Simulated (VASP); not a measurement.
Here is a VASP 6.6.1 calculation.

INCAR

```
PREC = Accurate
ENCUT = 600
EDIFF = 1E-7
ISMEAR = -1
SIGMA = 0.05
LREAL = F
LASPH = T
NELM = 100
ALGO = Normal
ISIF = 3
LWAVE = F
LCHARG = F
GGA = RP
IBRION = 2
NSW = 80
EDIFFG = -0.005
```

The input KPOINTS:

```
Automatic mesh
0
Gamma
  12 12 12
```

File POSCAR:

```
Pd
1.0
    0.0000000000      1.9465000000      1.9465000000
    1.9465000000      0.0000000000      1.9465000000
    1.9465000000      1.9465000000      0.0000000000
Pd
1
Direct
    0.0000000000      0.0000000000      0.0000000000
```

Potentials or basis: VASP PAW PBE potentials, release 64 (Pd).

The run is started by

```console
$ cat potpaw_PBE.64/Pd/POTCAR > POTCAR
$ mpirun -np 1 vasp_std > vasp.out
```

(1) Estimate the band gap on the k mesh.

(2) Predict the relaxed volume.

(3) Predict the space group after relaxing (to 0.05 Å).

(4) Predict the relaxed cell.

Results:

(1) zero (band 5 reaches 9.09 eV, above the bottom of band 6 at 7.68 eV).

(2) 15.72 Å³/atom.

(3) Fm-3m (No. 225).

(4) a = 2.812 Å, b = 2.812 Å, c = 2.812 Å, α = 60.00°, β = 60.00°, γ = 60.00°.

Caveat: the PAW data sets were made with another functional, which shifts forces and pressure a little.
